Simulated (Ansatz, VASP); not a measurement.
## One calculation of V, two programs

Contents of INCAR:

```
SYSTEM = V
PREC = Accurate ; ENCUT = 520
EDIFF = 1E-7 ; ISMEAR = -1
SIGMA = 0.03 ; LREAL = .FALSE.
LASPH = .TRUE. ; NELM = 150
ALGO = Normal ; ISIF = 2
LWAVE = .FALSE. ; LCHARG = .TRUE.
ISPIN = 2 ; MAGMOM = 1.5
LORBIT = 11 ; LMAXMIX = 4
GGA = PE ; LELF = .TRUE.
LVHAR = .TRUE. ; NBANDS = 16
```

File KPOINTS:

```
Automatic mesh
0
G
  19 19 19
  0 0 0
```

POSCAR

```
V
1.0
   -1.4827400000      1.4827400000      1.5130000000
    1.4827400000     -1.4827400000      1.5130000000
    1.4827400000      1.4827400000     -1.5130000000
V
1
Direct
    0.0000000000      0.0000000000      0.0000000000
```

Input for Ansatz:

```yaml
crystal:
  lattice:
    - [-1.48274, 1.48274, 1.513]
    - [1.48274, -1.48274, 1.513]
    - [1.48274, 1.48274, -1.513]
  atoms:
    - { symbol: V, position: [0.0, 0.0, 0.0], spin: 1.5 }
magnetization:
  spin_polarized: true
kpoints:
  mp_grid: { grid: [19, 19, 19] }
  band_path:
    path:
      - [0.0, 0.0, 0.0]
      - [0.0, 0.0, 0.5]
      - [0.25, 0.25, 0.25]
      - [0.0, 0.5, 0.0]
      - [0.0, 0.0, 0.0]
      - [0.5, 0.5, -0.5]
      - [0.4901, 0.5099, -0.4901]
      - [-0.4901, 0.4901, 0.4901]
      - [0.0, 0.0, 0.0]
    npoints: 5
scf:
  occupations: { method: fermi_dirac, width: 0.03 }
hamiltonian:
  xc: pbe
  pseudopotentials: { kind: all_electron, lapw: { basis_error: 0.001 } }
output:
  forces: true
  stress: true
  eigenvalues: true
```

Change from the starting cell: equal xx and yy strain of -2 %.

Alike in both runs: task single point; functional PBE; k mesh 19 × 19 × 19; occupations fermi-dirac, width 0.03 eV; collinear spin.

|  | VASP | Ansatz |
| --- | --- | --- |
| version | VASP 6.6.1 | Ansatz 0.2.0 |
| potentials or method | VASP PAW PBE potentials, release 64 (V_sv), cutoff 520 eV | all-electron LAPW, scalar-relativistic |

```csv
,VASP,Ansatz,Ansatz less VASP
pressure (GPa),2.3,2.0,-0.30
"traceless stress, the component that is largest in VASP (GPa)",-1.86,-1.86,-0.001
net moment per atom (μB),0.00,0.00,-0.001
```

Ansatz ran all-electron here, and VASP with PAW potentials. Ansatz's warnings: seeded moment not kept.
